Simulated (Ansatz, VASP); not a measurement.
**Si2Mo in VASP and in Ansatz**

```
CELL_PARAMETERS angstrom
-1.60842 1.60842 3.93651
1.60842 -1.60842 3.93651
1.60842 1.60842 -3.93651
ATOMIC_POSITIONS crystal
Si 0.33508 0.33502 0.99988
Si 0.66491 0.66494 0.00006
Mo 0.00001 0.00004 0.00006
```

Change from the starting cell: atom 1 moved 0.15 Å; relaxed back.

Alike in both runs: functional PBE; k mesh 14 × 14 × 14; occupations gaussian, width 0.15 eV; no spin polarisation.

Ansatz relaxed the structure, and its values are those at the end. VASP's run is a single point on that final structure, the one shown.

|  | VASP | Ansatz |
| --- | --- | --- |
| version | VASP 6.6.1 | Ansatz 0.2.0 |
| potentials or method | VASP PAW PBE potentials, release 64 (Si, Mo_sv), cutoff 520 eV | scalar-relativistic, plane waves, PAW |
| valence electrons in the cell | 22 | 22 |

Ansatz gave:

* gap on the k mesh at the Fermi level (eV): none
* pressure (GPa): 0.0

Q: What did VASP give for the same quantities?

A: gap on the k mesh at the Fermi level (eV): none; pressure (GPa): 0.2.

A gap of «none» marks a metal or a gap that the smearing closes. Ansatz's warnings: stress scf threshold loose.
